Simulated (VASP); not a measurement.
Set up this calculation in VASP 6.6.1, as the native input.

* Task: single point
* Functional: r2SCAN
* Potentials or basis: VASP PAW PBE potentials, release 64 (Zn, S)
* Cutoff: 520 eV
* k mesh: 6 × 6 × 4
* Occupations: gaussian, width 0.05 eV
* Spin: no spin polarisation
* Dipole correction: no
* Further INCAR settings: ALGO = Normal; EDIFF = 1e-06; NBANDS = 26

The system is ZnS.

```
CELL_PARAMETERS angstrom
3.65445 0.00000 0.00000
-1.82723 3.16485 0.00000
0.00000 0.00000 5.99591
ATOMIC_POSITIONS crystal
Zn 0.33333 0.66667 0.00539
Zn 0.66667 0.33333 0.50539
S 0.33333 0.66667 0.37961
S 0.66667 0.33333 0.87961
```

This cell differs from its parent crystal: strain -0.040 along x and y, -0.040 along z.

One way to write it, as run:

POSCAR

```
ZnS
1.0
    3.6544528774      0.0000000000      0.0000000000
   -1.8272264387      3.1648490288      0.0000000000
    0.0000000000      0.0000000000      5.9959057460
Zn S
2 2
Direct
    0.3333333333      0.6666666667      0.0053880710
    0.6666666667      0.3333333333      0.5053880710
    0.3333333333      0.6666666667      0.3796119290
    0.6666666667      0.3333333333      0.8796119290
```

INCAR.step1

```
ALGO = Normal ; EDIFF = 1E-4
ENCUT = 520 ; GGA = PE
ISMEAR = 0 ; LASPH = True
LCHARG = False ; LREAL = False
LWAVE = True ; NBANDS = 26
NELM = 100 ; PREC = Accurate
SIGMA = 0.05
```

INCAR.step2

```
ALGO = Normal ; EDIFF = 1E-6
ENCUT = 520 ; ISIF = 2
ISMEAR = 0 ; ISTART = 1
LASPH = True ; LCHARG = False
LMIXTAU = True ; LREAL = False
LWAVE = False ; METAGGA = R2SCAN
NBANDS = 26 ; NELM = 100
PREC = Accurate ; SIGMA = 0.05
```

KPOINTS

```
k-points
0
Gamma
  6 6 4
```

Potentials or basis: VASP PAW PBE potentials, release 64 (Zn, S).

The run is started by

```bash
$ cat potpaw_PBE.64/Zn/POTCAR potpaw_PBE.64/S/POTCAR > POTCAR
$ cp INCAR.step1 INCAR
$ mpirun -np 1 vasp_std > vasp.out
$ cp INCAR.step2 INCAR
$ mpirun -np 1 vasp_std > vasp.out
```

Results of the run:

```
Pressure               : 12.6 GPa
Largest force          : 0.031 eV/Å
Band gap on the k mesh : 3.40 eV
```

Caveat: the cell differs from its parent crystal (strain -0.040 along x and y, -0.040 along z); the cell stands under pressure; the PAW data sets were made with another functional, which shifts forces and pressure a little.

It took 3.2 min on 1 thread of Intel Xeon 8259CL, with other jobs on the host, peak memory 0.21 GiB.
